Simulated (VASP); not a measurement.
Wanted: the native input for a VASP 6.6.1 run.

| Item | Value |
| --- | --- |
| Task | single point |
| Functional | PBEsol |
| Potentials or basis | VASP PAW PBE potentials, release 64 (Cu, I) |
| Cutoff | 520 eV |
| k mesh | 6 × 6 × 6 |
| Occupations | gaussian, width 0.01 eV |
| Spin | no spin polarisation |
| Dipole correction | no |
| Further INCAR settings | ALGO = Normal; EDIFF = 1e-06; NBANDS = 16 |

The structure of CuI lies in POSCAR:

```
CuI
1.0
    2.8342261866      2.8342261866      0.0000000000
   -2.8342261866      2.8342261866      0.0000000000
    0.0000000000      2.8342261866      2.8342261866
Cu I
1 1
Direct
    0.7500000000      0.2500000000      0.5000000000
    0.0000000000      0.0000000000      0.0000000000
```

One way to write it, as run:

INCAR

```
ALGO = Normal
EDIFF = 1E-6
ENCUT = 520
GGA = PS
ISIF = 2
ISMEAR = 0
LASPH = T
LCHARG = T
LELF = T
LREAL = F
LVHAR = T
LWAVE = F
NBANDS = 16
NELM = 60
PREC = Accurate
SIGMA = 0.01
```

KPOINTS

```
k-points
0
Gamma
  6 6 6
```

Potentials or basis: VASP PAW PBE potentials, release 64 (Cu, I).

Run with:

```sh
$ cat potpaw_PBE.64/Cu/POTCAR potpaw_PBE.64/I/POTCAR > POTCAR
$ mpirun -np 1 vasp_std > vasp.out
```

Results of the run:

```
Pressure               : 10.5 GPa
Band gap on the k mesh : 1.64 eV
```

Caveat: the cell stands under pressure; the PAW data sets were made with another functional, which shifts forces and pressure a little; spin-orbit coupling is left out, which moves the levels of the heavy elements.

It took 31 s on 1 thread of Intel Xeon 8259CL, on a shared host, peak memory 0.17 GiB.
